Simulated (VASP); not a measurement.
Set up this calculation in VASP 6.6.1, as the native input.

| Item | Value |
| --- | --- |
| Task | single point |
| Functional | PBEsol |
| Potentials or basis | VASP PAW PBE potentials, release 64 (Al, Ru_pv) |
| Cutoff | 520 eV |
| k mesh | 16 × 16 × 16 |
| Occupations | gaussian, width 0.15 eV |
| Spin | no spin polarisation |
| Dipole correction | no |
| Further INCAR settings | ALGO = Fast; EDIFF = 1e-06; NBANDS = 26 |

The structure of Al3Ru2 lies in POSCAR:

```
Al3Ru2
1.0
   -1.5366814004      1.5366814004      7.1258323271
    1.5366814004     -1.5366814004      7.1258323271
    1.5366814004      1.5366814004     -7.1258323271
Al Ru
3 2
Direct
    0.0000000000      0.0000000000      0.0000000000
    0.8062567810      0.8062567810      0.0000000000
    0.1937432190      0.1937432190      0.0000000000
    0.6056584134      0.6056584134      0.0000000000
    0.3943415866      0.3943415866      0.0000000000
```

The input as run:

INCAR

```
PREC = Accurate
ENCUT = 520
EDIFF = 1E-6
ISMEAR = 0
SIGMA = 0.15
LREAL = F
LASPH = T
NELM = 100
ALGO = Fast
ISIF = 2
LWAVE = F
LCHARG = F
GGA = PS
NBANDS = 26
```

KPOINTS

```
regular mesh
0
Gamma
  16 16 16
```

Potentials or basis: VASP PAW PBE potentials, release 64 (Al, Ru_pv).

Run with:

```console
$ cat potpaw_PBE.64/Al/POTCAR potpaw_PBE.64/Ru_pv/POTCAR > POTCAR
$ mpirun -np 1 vasp_std > vasp.out
```

Results of the run:

- Pressure: 0.3 GPa
- Largest force: 0.007 eV/Å
- Band gap on the k mesh: zero (an odd number of electrons rules out a gap without spin polarisation)

Caveat: the PAW data sets were made with another functional, which shifts forces and pressure a little.

Run time: 24 min on 1 thread of Intel(R) Xeon(R) 6975P-C (Granite Rapids), with other jobs on the host, peak memory 0.79 GiB.
